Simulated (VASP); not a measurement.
A run of VASP 6.6.1 is set up as follows.

Contents of INCAR:

```
  ALGO = Normal
  EDIFF = 1E-6
  ENCUT = 520
  GGA = CA
  ISIF = 2
  ISMEAR = -1
  LASPH = T
  LCHARG = F
  LREAL = F
  LWAVE = F
  NBANDS = 15
  NELM = 80
  PREC = Accurate
  SIGMA = 0.05
```

Contents of KPOINTS:

```
k-points
0
Gamma
  7 7 7
```

Contents of POSCAR:

```
BaTe
1.0
    0.0000000000      3.4325834396      3.4325834396
    3.4325834396      0.0000000000      3.4325834396
    3.4325834396      3.4325834396      0.0000000000
Ba Te
1 1
Direct
    0.0000000000      0.0000000000      0.0000000000
    0.5000000000      0.5000000000      0.5000000000
```

Potentials or basis: VASP PAW LDA potentials, release 64 (Ba_sv, Te).

Command:

```console
$ cat potpaw_LDA.64/Ba_sv/POTCAR potpaw_LDA.64/Te/POTCAR > POTCAR
$ mpirun -np 1 vasp_std > vasp.out
```

(1) Predict the pressure.

(2) What does it give for the band gap on the k mesh?

## Answers

(1) 0.5 GPa.

(2) 1.31 eV, indirect (least direct gap 1.69 eV).

Caveat: spin-orbit coupling is left out, which moves the levels of the heavy elements.
